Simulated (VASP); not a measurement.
# GaAs (F-43m) in VASP: further runs, part 2 of 2

VASP 6.6.1.

## (5) Single point, PBE

This run uses another cell than the first one, of 24.59 Å³/atom, 1.112 times its volume.

The input, INCAR:

```
SYSTEM = GaAs
PREC = Accurate
ENCUT = 520
EDIFF = 1E-6
ISMEAR = 0
SIGMA = 0.01
LREAL = .False.
LASPH = .True.
NELM = 100
ALGO = Normal
ISIF = 2
LWAVE = .False.
LCHARG = .False.
GGA = PE
NBANDS = 16
```

The input, KPOINTS:

```
regular mesh
0
Gamma
  10 10 10
  0 0 0
```

The input, POSCAR:

```
GaAs
1.0
    0.0000000000      2.9079250066      2.9079250066
    2.9079250066      0.0000000000      2.9079250066
    2.9079250066      2.9079250066      0.0000000000
Ga As
1 1
Direct
    0.0000000000      0.0000000000      0.0000000000
    0.2500000000      0.2500000000      0.2500000000
```

Potentials or basis: VASP PAW PBE potentials, release 64 (Ga_d, As).

Launch:

```
> cat potpaw_PBE.64/Ga_d/POTCAR potpaw_PBE.64/As/POTCAR > POTCAR
> mpirun -np 1 vasp_std > vasp.out
```

OUTCAR:

```text
SYSTEM = GaAs
   PREC = Accurate
   ENCUT = 520
   EDIFF = 1E-6
   ISMEAR = 0
   LREAL = .False.
   LASPH = .True.
   NELM = 100
   ISIF = 2
   GGA = PE

 ion  position               nearest neighbor table
   1  0.000  0.000  0.000-   2 2.52   2 2.52   2 2.52   2 2.52
   2  0.250  0.250  0.250-   1 2.52   1 2.52   1 2.52   1 2.52

  LATTYP: Found a face centered cubic cell.
 ALAT       =     5.8158500132

  Lattice vectors:

 A1 = (   0.0000000000,   2.9079250066,   2.9079250066)
 A2 = (   2.9079250066,   0.0000000000,   2.9079250066)
 A3 = (   2.9079250066,   2.9079250066,   0.0000000000)

Analysis of symmetry for initial positions (statically):
=====================================================================
 Subroutine PRICEL returns:
 Original cell was already a primitive cell.

 Routine SETGRP: Setting up the symmetry group for a
 face centered cubic supercell.

 Subroutine GETGRP returns: Found 24 space group operations
 (whereof 24 operations were pure point group operations)
 out of a pool of 48 trial point group operations.

The static configuration has the point symmetry T_d .

Analysis of symmetry for dynamics (positions and initial velocities):
[... 162 lines left out ...]
 cond. band min:       3.9447037643   @ k =   0.5000   0.0000   0.0000
 fundamental gap:      0.7745092321
 Fermi energy:         3.1732398652

 k-point     1 :       0.0000    0.0000    0.0000
  band No.  band energies     occupation
      1     -11.5035      2.00000
      2     -11.5035      2.00000
      3     -11.5035      2.00000
      4     -11.4430      2.00000
      5     -11.4430      2.00000
      6      -8.9795      2.00000
[... 433 lines left out ...]
      3     -11.4756      2.00000
      4     -11.4552      2.00000
      5     -11.4357      2.00000
      6      -7.4659      2.00000
[... 8 lines left out ...]
     15      15.0885      0.00000
     16      15.4032      0.00000

 [... further k-points ...]

------------------------ aborting loop because EDIFF is reached ----------------------------------------

  FORCE on cell =-STRESS in cart. coord.  units (eV):
  Direction    XX          YY          ZZ          XY          YZ          ZX
  --------------------------------------------------------------------------------------
  -------------------------------------------------------------------------------------
  Total       -0.5745052     -0.5745052     -0.5745052     -0.0000000     -0.0000000      0.0000000
  in kB      -18.7165138    -18.7165138    -18.7165138     -0.0000000     -0.0000000      0.0000000
  external PRESSURE =     -18.7165138 kB  Pullay stress =       0.0000000 kB

 VOLUME and BASIS-vectors are now :
 -----------------------------------------------------------------------------
  energy-cutoff  :      520.00
  volume of cell :       49.18
      direct lattice vectors                 reciprocal lattice vectors
     0.000000000  2.907925007  2.907925007    -0.171943912  0.171943912  0.171943912
     2.907925007  0.000000000  2.907925007     0.171943912 -0.171943912  0.171943912
     2.907925007  2.907925007  0.000000000     0.171943912  0.171943912 -0.171943912

 POSITION                                       TOTAL-FORCE (eV/Angst)
 -----------------------------------------------------------------------------------
      0.00000      0.00000      0.00000         0.000000      0.000000      0.000000
      1.45396      1.45396      1.45396        -0.000000     -0.000000     -0.000000
 -----------------------------------------------------------------------------------
    total drift:                                0.000002      0.000002      0.000001

  FREE ENERGIE OF THE ION-ELECTRON SYSTEM (eV)
  ---------------------------------------------------
  free  energy   TOTEN  =        -8.2654579924 eV

  energy  without entropy=       -8.2654425661  energy(sigma->0) =       -8.26545028
```

OSZICAR:

```text
N       E                     dE             d eps       ncg     rms          rms(c)
DAV:   1     0.814537899545E+02    0.81454E+02   -0.88974E+03  1552   0.152E+03
DAV:   2    -0.164654710983E+01   -0.83100E+02   -0.79530E+02  1704   0.300E+02
DAV:   3    -0.830037608476E+01   -0.66538E+01   -0.66306E+01  1800   0.663E+01
DAV:   4    -0.840709549323E+01   -0.10672E+00   -0.10669E+00  1936   0.930E+00
DAV:   5    -0.840851278590E+01   -0.14173E-02   -0.14173E-02  1840   0.954E-01    0.266E+00
DAV:   6    -0.827863159774E+01    0.12988E+00   -0.21171E-01  2320   0.724E+00    0.158E+00
DAV:   7    -0.826399343837E+01    0.14638E-01   -0.52809E-02  1768   0.154E+00    0.552E-01
DAV:   8    -0.826492984867E+01   -0.93641E-03   -0.91711E-03  1832   0.104E+00    0.859E-02
DAV:   9    -0.826533399989E+01   -0.40415E-03   -0.90135E-04  1864   0.371E-01    0.532E-02
DAV:  10    -0.826540203299E+01   -0.68033E-04   -0.64740E-05  1936   0.696E-02    0.290E-02
DAV:  11    -0.826545762222E+01   -0.55589E-04   -0.81687E-05  1672   0.639E-02    0.409E-03
DAV:  12    -0.826545799237E+01   -0.37015E-06   -0.11431E-06  1624   0.134E-02
   1 F= -.82654580E+01 E0= -.82654503E+01  d E =-.154262E-04
```

Run time: 27 s. Hardware: 1 thread of Intel Xeon 6975P-C, shared host; peak memory 0.2 GiB.

What came out:

```yaml
Free_energy: -8.2655 eV
Pressure: -1.9 GPa
Band_gap_on_the_k_mesh: zero (filled and empty bands touch)
```

## (6) Single point, PBE

This run uses another cell than the first one, of 17.27 Å³/atom, 0.781 times its volume.

The input, INCAR:

```
ALGO = Normal
EDIFF = 1E-6
ENCUT = 520
GGA = PE
ISIF = 2
ISMEAR = 0
LASPH = True
LCHARG = False
LREAL = False
LWAVE = False
NBANDS = 16
NELM = 100
PREC = Accurate
SIGMA = 0.01
```

The input, KPOINTS:

```
k-points
0
Gamma
  12 12 12
```

The input, POSCAR:

```
GaAs
1.0
    0.0000000000      2.5846559917      2.5846559917
    2.5846559917      0.0000000000      2.5846559917
    2.5846559917      2.5846559917      0.0000000000
Ga As
1 1
Direct
    0.0000000000      0.0000000000      0.0000000000
    0.2500000000      0.2500000000      0.2500000000
```

Potentials or basis: VASP PAW PBE potentials, release 64 (Ga_d, As).

Launch:

```
> cat potpaw_PBE.64/Ga_d/POTCAR potpaw_PBE.64/As/POTCAR > POTCAR
> mpirun -np 1 vasp_std > vasp.out
```

It took 35 s on 1 thread of Intel Xeon 6975P-C, shared host; peak memory 0.19 GiB.

Results (log left out):

| Item | Value |
| --- | --- |
| Free energy | -7.0546 eV |
| Pressure | 40.4 GPa |
| Band gap on the k mesh | 0.81 eV, indirect (least direct gap 2.70 eV) |

Levels at points of the mesh, in eV from the valence-band top:
```
           k point  band 5  band 6  band 7  band 8  band 9  band 10  band 11  band 12  band 13  band 14
(0.00, 0.00, 0.00)  -15.42  -15.04    0.00    0.00    0.00     2.70     3.70     3.70     3.70     8.44
(0.50, 0.00, 0.00)  -15.41  -12.26   -8.45   -1.63   -1.63     1.82     4.59     4.59     7.77    12.57
(0.50, 0.50, 0.00)  -15.39  -11.16   -8.31   -3.80   -3.80     0.81     1.31    12.43    12.43    13.77
```

A k mesh can miss the band edges.

## (7) Summary

| cell | k mesh | gap on the mesh (eV) | pressure (GPa) |
| --- | --- | --- | --- |
| a = 3.969 Å, angles 60.0°, 2 atoms | 10 × 10 × 10 | 0.69 | 5.2 |
| a = 4.021 Å, angles 60.0°, 2 atoms | 10 × 10 × 10 | 0.39 | 2.2 |
| a = 4.112 Å, angles 60.0°, 2 atoms | 10 × 10 × 10 | none | -1.9 |
| a = 3.655 Å, angles 60.0°, 2 atoms | 12 × 12 × 12 | 0.81 | 40.4 |

Alike in all rows: task single point; level PBE; potentials or basis VASP PAW PBE potentials, release 64 (Ga_d, As); no spin polarisation; cutoff (eV) 520; smearing gaussian 0.01 eV.

Absolute energies hang on the potentials; compare differences alone.
